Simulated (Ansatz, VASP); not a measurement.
## Bi in VASP and in Ansatz

INCAR

```
SYSTEM = Bi
PREC     = Accurate       ! precision mode
ENCUT    = 520            ! plane-wave cutoff, eV
EDIFF    = 1E-6           ! SCF threshold, eV
ISMEAR   = -1             ! smearing method
SIGMA    = 0.05           ! smearing width, eV
LREAL    = .FALSE.        ! projectors in reciprocal space
LASPH    = .TRUE.         ! aspherical terms in the spheres
NELM     = 80             ! most SCF steps
ALGO     = Fast           ! electronic algorithm
ISIF     = 2              ! what is computed and relaxed
LWAVE    = .FALSE.        ! write WAVECAR
LCHARG   = .FALSE.        ! write CHGCAR
GGA      = PS             ! functional
NBANDS   = 22             ! bands
```

The input KPOINTS:

```
Automatic mesh
0
G
  6 6 9
  0 0 0
```

POSCAR

```
Bi
1.0
    3.4173821397     -3.0686298933      0.0000000000
    3.4173821397      3.0686298933      0.0000000000
   -1.2345086997      0.0000000000      3.0499903288
Bi
2
Direct
    0.7530610000      0.7530610000      0.8573820000
    0.2469390000      0.2469390000      0.1426180000
```

File input.yaml:

```yaml
crystal:
  lattice:
    - [3.4173821397, -3.0686298933, 0.0]
    - [3.4173821397, 3.0686298933, 0.0]
    - [-1.2345086997, 0.0, 3.0499903288]
  atoms:
    - { symbol: Bi, position: [0.753061, 0.753061, 0.857382] }
    - { symbol: Bi, position: [0.246939, 0.246939, 0.142618] }
kpoints:
  mp_grid: { grid: [6, 6, 9] }
scf:
  occupations: { method: fermi_dirac, width: 0.05 }
hamiltonian:
  xc: pbesol
  pseudopotentials: { kind: all_electron, lapw: { basis_error: 0.001 } }
output:
  forces: true
  stress: true
  eigenvalues: true
```

Change from the starting cell: volume scaled by 0.94.

Alike in both runs: task single point; functional PBEsol; k mesh 6 × 6 × 9; occupations fermi-dirac, width 0.05 eV; no spin polarisation.

```csv
,VASP,Ansatz
version,VASP 6.6.1,Ansatz 0.2.0
potentials or method,"VASP PAW PBE potentials, release 64 (Bi_d), cutoff 520 eV","all-electron LAPW, scalar-relativistic"
```

Ansatz gave:

```
gap on the k mesh at the Fermi level (eV)                     : none
pressure (GPa)                                                : 0.7
traceless stress, the component that is largest in VASP (GPa) : -0.75
rms of the force components (eV/Å)                            : 0.018
```

**Question.** Estimate VASP's values.

**Answer.** gap on the k mesh at the Fermi level (eV): none; pressure (GPa): 0.6; traceless stress, the component that is largest in VASP (GPa): -0.76; rms of the force components (eV/Å): 0.019.

VASP's potentials were made for PBE, not for PBEsol. Atom by atom the forces differ by 0.001 eV/Å (rms over components). A gap of «none» marks a metal or a gap that the smearing closes. Ansatz ran all-electron here, and VASP with PAW potentials.

Neither program's run includes spin-orbit coupling.
